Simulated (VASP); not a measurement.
Wanted: the native input for a VASP 6.6.1 run.

```yaml
Task: single point
Functional: LDA
Potentials_or_basis: VASP PAW LDA potentials, release 64 (Ca_sv, Si)
Cutoff: 520 eV
k_mesh: 8 × 8 × 8
Occupations: gaussian, width 0.05 eV
Spin: no spin polarisation
Dipole_correction: no
Further_INCAR_settings: ALGO = Normal; EDIFF = 1e-07; NBANDS = 19; ISYM = 0
```

The structure of Ca2Si lies in POSCAR:

```
Ca2Si
1.0
    0.0000000000      3.6242863276      3.2566051060
    3.6242863276      0.0000000000      3.2566051060
    3.6242863276      3.6242863276      0.0000000000
Ca Si
2 1
Direct
    0.7500000000      0.7500000000      0.7500000000
    0.2500000000      0.2500000000      0.2500000000
    0.0000000000      0.0000000000      0.0000000000
```

These files were run (other wordings do the same):

INCAR

```
PREC = Accurate
ENCUT = 520
EDIFF = 1E-7
ISMEAR = 0
SIGMA = 0.05
LREAL = F
LASPH = T
NELM = 60
ALGO = Normal
ISIF = 2
LWAVE = F
LCHARG = F
NBANDS = 19
ISYM = 0
```

KPOINTS

```
regular mesh
0
Gamma
  8 8 8
```

Potentials or basis: VASP PAW LDA potentials, release 64 (Ca_sv, Si).

Command:

```bash
$ cat potpaw_LDA.64/Ca_sv/POTCAR potpaw_LDA.64/Si/POTCAR > POTCAR
$ mpirun -np 1 vasp_std > vasp.out
```

Results of the run:

| Item | Value |
| --- | --- |
| Pressure | 0.1 GPa |
| Band gap on the k mesh | 0.09 eV |

Wall time 4 min on 1 thread of Intel(R) Xeon(R) 6975P-C (Granite Rapids) (shared host), peak memory 0.48 GiB.
